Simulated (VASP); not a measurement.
**Rb: single point with LDA**

The system is Rb.

```
CELL_PARAMETERS angstrom
4.14383 0.00000 0.00000
0.00000 4.14383 0.00000
0.00000 0.00000 4.14383
ATOMIC_POSITIONS crystal
Rb 0.00000 0.00000 0.00000
```

This isn't the form of Rb at room conditions, which is bcc.

| Item | Value |
| --- | --- |
| Program | VASP 6.6.1 |
| Task | single point |
| Functional | LDA |
| Potentials or basis | VASP PAW LDA potentials, release 64 (Rb_sv) |
| Cutoff | 520 eV |
| k mesh | 10 × 10 × 10 |
| Occupations | fermi-dirac, width 0.05 eV |
| Spin | no spin polarisation |
| Dipole correction | no |
| Further INCAR settings | ALGO = Normal; EDIFF = 1e-06; NBANDS = 10 |

| Quantity | Value |
| --- | --- |
| Pressure | 0.7 GPa |
| Band gap on the k mesh | zero (an odd number of electrons rules out a gap without spin polarisation) |

Levels at points of the mesh, in eV from the Fermi level:
```
           k point  band 2  band 3  band 4  band 5  band 6  band 7
(0.00, 0.00, 0.00)  -12.94  -12.94  -12.94   -2.36    2.14    2.14
(0.50, 0.00, 0.00)  -13.28  -12.91  -12.91   -0.25    0.47    2.81
(0.50, 0.50, 0.00)  -13.23  -13.23  -12.88    0.46    1.85    2.75
(0.50, 0.50, 0.50)  -13.18  -13.18  -13.18    1.62    1.62    1.62
```

Run time: 21 s on 1 thread of Intel Xeon 8259CL, on a shared host, peak memory 0.17 GiB.
